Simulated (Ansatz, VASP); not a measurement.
## One calculation of BaS, two programs

```
CELL_PARAMETERS angstrom
4.52931 0.00000 0.00000
-2.26466 3.92250 0.00000
0.00000 0.00000 7.94223
ATOMIC_POSITIONS crystal
Ba 0.00000 0.00000 0.00000
Ba 0.00000 0.00000 0.50000
S 0.33333 0.66667 0.25000
S 0.66667 0.33333 0.75000
```

Alike in both runs: task single point; functional r2SCAN; k mesh 6 × 6 × 4; no spin polarisation.

|  | VASP | Ansatz |
| --- | --- | --- |
| version | VASP 6.6.1 | Ansatz 0.2.0 |
| potentials or method | VASP PAW PBE potentials, release 64 (Ba_sv, S) | plane waves, PAW |
| plane-wave cutoff (eV) | 520 | 500 |
| occupations | gaussian, width 0.01 eV | fixed |
| valence electrons in the cell | 32 | 32 |

|  | VASP | Ansatz | Ansatz less VASP |
| --- | --- | --- | --- |
| gap on the k mesh at the Fermi level (eV) | 2.75 | 2.83 | +0.083 |
| pressure (GPa) | -1.7 | -2.2 | -0.48 |
| traceless stress, the component that is largest in VASP (GPa) | -0.08 | -0.16 | -0.080 |

VASP's potentials were made for PBE, not for r2SCAN.

Neither program's run includes spin-orbit coupling.
